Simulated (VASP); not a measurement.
# CdS (Hawleyite) (F-43m) in VASP: notebook, part 2 of 2

VASP 6.6.1. The steps go on from the part before.

**4. Vibrations by perturbation theory, PBEsol**

This run uses another cell than the first one, of 24.70 Å³/atom, 1.031 times its volume.

Contents of INCAR:

```
SYSTEM = CdS
PREC = Accurate
ENCUT = 520
EDIFF = 1E-8
ISMEAR = 0
SIGMA = 0.01
LREAL = .FALSE.
LASPH = .TRUE.
NELM = 80
ALGO = Normal
ISIF = 2
LWAVE = .FALSE.
LCHARG = .FALSE.
GGA = PS
NBANDS = 16
IBRION = 8
NSW = 1
LEPSILON = .TRUE.
```

Contents of KPOINTS:

```
Automatic mesh
0
G
  6 6 6
  0 0 0
```

Contents of POSCAR:

```
CdS
1.0
    0.0000000000      2.9122810786      2.9122810786
    2.9122810786      0.0000000000      2.9122810786
    2.9122810786      2.9122810786      0.0000000000
Cd S
1 1
Direct
    0.0000000000      0.0000000000      0.0000000000
    0.7500000000      0.7500000000      0.7500000000
```

Potentials or basis: VASP PAW PBE potentials, release 64 (Cd, S).

Command:

```sh
> cat potpaw_PBE.64/Cd/POTCAR potpaw_PBE.64/S/POTCAR > POTCAR
> mpirun -np 1 vasp_std > vasp.out
```

OUTCAR:

```text
SYSTEM = CdS
   PREC = Accurate
   ENCUT = 520
   EDIFF = 1E-8
   ISMEAR = 0
   LREAL = .FALSE.
   LASPH = .TRUE.
   NELM = 80
   ISIF = 2
   GGA = PS
   IBRION = 8
   NSW = 1
   LEPSILON = .TRUE.

 ion  position               nearest neighbor table
   1  0.000  0.000  0.000-   2 2.52   2 2.52   2 2.52   2 2.52
   2  0.750  0.750  0.750-   1 2.52   1 2.52   1 2.52   1 2.52

  LATTYP: Found a face centered cubic cell.
 ALAT       =     5.8245621572

  Lattice vectors:

 A1 = (   0.0000000000,   2.9122810786,   2.9122810786)
 A2 = (   2.9122810786,   0.0000000000,   2.9122810786)
 A3 = (   2.9122810786,   2.9122810786,   0.0000000000)

Analysis of symmetry for initial positions (statically):
=====================================================================
 Subroutine PRICEL returns:
 Original cell was already a primitive cell.

 Routine SETGRP: Setting up the symmetry group for a
 face centered cubic supercell.

 Subroutine GETGRP returns: Found 24 space group operations
 (whereof 24 operations were pure point group operations)
 out of a pool of 48 trial point group operations.

The static configuration has the point symmetry T_d .

Analysis of symmetry for dynamics (positions and initial velocities):
=====================================================================
 Subroutine PRICEL returns:
 Original cell was already a primitive cell.

 Routine SETGRP: Setting up the symmetry group for a
 face centered cubic supercell.
[... 552 lines left out ...]

 PIEZOELECTRIC TENSOR (including local field effects)  for field in x, y, z        (C/m^2)
          XX          YY          ZZ          XY          YZ          ZX
  --------------------------------------------------------------------------------
  x     0.00000     0.00000     0.00000     0.00000     0.68113     0.00000
  y     0.00000    -0.00000     0.00000     0.00000     0.00000     0.68113
  z     0.00000     0.00000    -0.00000     0.68113     0.00000     0.00000

 BORN EFFECTIVE CHARGES (including local field effects) (in |e|, cummulative output)
 ---------------------------------------------------------------------------------
 ion    1
    1     2.29017     0.00000     0.00000
    2    -0.00000     2.29017    -0.00000
    3    -0.00000    -0.00000     2.29017
 ion    2
    1    -2.29017     0.00000    -0.00000
    2     0.00000    -2.29017     0.00000
    3     0.00000     0.00000    -2.29017

 INTERNAL STRAIN TENSOR FOR ION    2 for displacements in x,y,z  (eV/Angst):
          X           Y           Z          XY          YZ          ZX
  --------------------------------------------------------------------------------
  x     0.00000    -0.00000    -0.00000     0.00000     6.57723     0.00000
  y    -0.00000     0.00000    -0.00000     0.00000     0.00000     6.57723
  z    -0.00000    -0.00000     0.00000     6.57723     0.00000     0.00000

 SECOND DERIVATIVES (NOT SYMMETRIZED)
 ------------------------------------
               1X          1Y          1Z          2X          2Y          2Z
  1X    -5.128554    0.000000    0.000000    5.128554    0.000000    0.000000
  1Y     0.000000   -5.128554    0.000000    0.000000    5.128554    0.000000
  1Z     0.000000    0.000000   -5.128554    0.000000    0.000000    5.128554
  2X     5.101976    0.000000    0.000000   -5.101976    0.000000    0.000000
  2Y     0.000000    5.101976    0.000000    0.000000   -5.101976    0.000000
  2Z     0.000000    0.000000    5.101976    0.000000    0.000000   -5.101976

 Eigenvectors and eigenvalues of the dynamical matrix
 ----------------------------------------------------

   1 f  =    7.073652 THz    44.445064 2PiTHz  235.951622 cm-1    29.254260 meV
             X         Y         Z           dx          dy          dz
      0.000000  0.000000  0.000000     0.000000    0.000000   -0.472064
      4.368422  4.368422  4.368422     0.000000   -0.000000    0.881564
[... 21 lines left out ...]
   6 f/i=    0.007647 THz     0.048050 2PiTHz    0.255092 cm-1     0.031627 meV
             X         Y         Z           dx          dy          dz
      0.000000  0.000000  0.000000    -0.881411    0.001099    0.016407
      4.368422  4.368422  4.368422    -0.471982    0.000588    0.008786

--------------------------------------------------------------------------------------------------------

 MACROSCOPIC STATIC DIELECTRIC TENSOR IONIC CONTRIBUTION
 ------------------------------------------------------
           3.755800    -0.000000     0.000000
          -0.000000     3.755800    -0.000000
           0.000000    -0.000000     3.755800
 ------------------------------------------------------

 ELASTIC MODULI CONTR FROM IONIC RELAXATION (kBar)
 Direction    XX          YY          ZZ          XY          YZ          ZX
 --------------------------------------------------------------------------------
 XX          -0.0000      0.0000      0.0000      0.0000     -0.0000      0.0000
 YY           0.0000     -0.0000     -0.0000      0.0000      0.0000     -0.0000
 ZZ           0.0000     -0.0000     -0.0000     -0.0000      0.0000      0.0000
 XY           0.0000      0.0000     -0.0000   -278.7396      0.0000      0.0000
 YZ          -0.0000      0.0000      0.0000      0.0000   -278.7396      0.0000
 ZX           0.0000     -0.0000      0.0000      0.0000      0.0000   -278.7396
 --------------------------------------------------------------------------------

 PIEZOELECTRIC TENSOR IONIC CONTR  for field in x, y, z        (C/m^2)
          XX          YY          ZZ          XY          YZ          ZX
  --------------------------------------------------------------------------------
  x    -0.00000     0.00000     0.00000    -0.00000    -0.96277     0.00000
  y     0.00000    -0.00000     0.00000     0.00000     0.00000    -0.96277
  z     0.00000     0.00000    -0.00000    -0.96277     0.00000     0.00000
```

OSZICAR:

```text
N       E                     dE             d eps       ncg     rms          rms(c)
DAV:   1     0.109221493515E+03    0.10922E+03   -0.89142E+03   520   0.102E+03
DAV:   2    -0.294410935527E+01   -0.11217E+03   -0.10602E+03   600   0.255E+02
DAV:   3    -0.728353275520E+01   -0.43394E+01   -0.43305E+01   648   0.519E+01
DAV:   4    -0.731084277782E+01   -0.27310E-01   -0.27305E-01   584   0.397E+00
[... 164 lines left out ...]
RMM:   8    -0.107000827475E+00    0.14639E-05    0.69245E-09  2526   0.217E-04    0.164E-04
RMM:   9    -0.107000669623E+00    0.15785E-06   -0.11004E-08  2468   0.154E-04    0.233E-05
RMM:  10    -0.107000868835E+00   -0.19921E-06   -0.37123E-09  2561   0.321E-05    0.283E-05
RMM:  11    -0.107000815811E+00    0.53024E-07   -0.13271E-08  2379   0.141E-05    0.561E-06
RMM:  12    -0.107000824747E+00   -0.89360E-08   -0.27330E-08  2198   0.280E-06    0.195E-06
 Linear response finished
```

Run time: 1.9 min. Hardware: 1 thread of Intel Xeon 6975P-C (Granite Rapids), shared host; peak memory 0.26 GiB.

What came out:

* Electronic dielectric tensor (diagonal): 8.17
* Born charges (mean of the diagonal): Cd +2.29; S -2.29 e
* Highest phonon frequency at Γ, LO-TO splitting left out: 236 cm⁻¹

Phonon frequencies in cm⁻¹ (negative: imaginary):
| q point | frequencies |
| --- | --- |
| (0.000, 0.000, 0.000) | 0 0 0 236 236 236 |

Electronic dielectric tensor:
```
8.17 0.00 0.00
0.00 8.17 0.00
0.00 0.00 8.17
```

Born effective charge tensors (e):
atom 1, Cd
```
2.29 0.00 0.00
0.00 2.29 0.00
0.00 0.00 2.29
```
atom 2, S
```
-2.29  0.00  0.00
 0.00 -2.29  0.00
 0.00  0.00 -2.29
```

Caveat: the PAW data sets were made with another functional, which shifts forces and pressure a little.
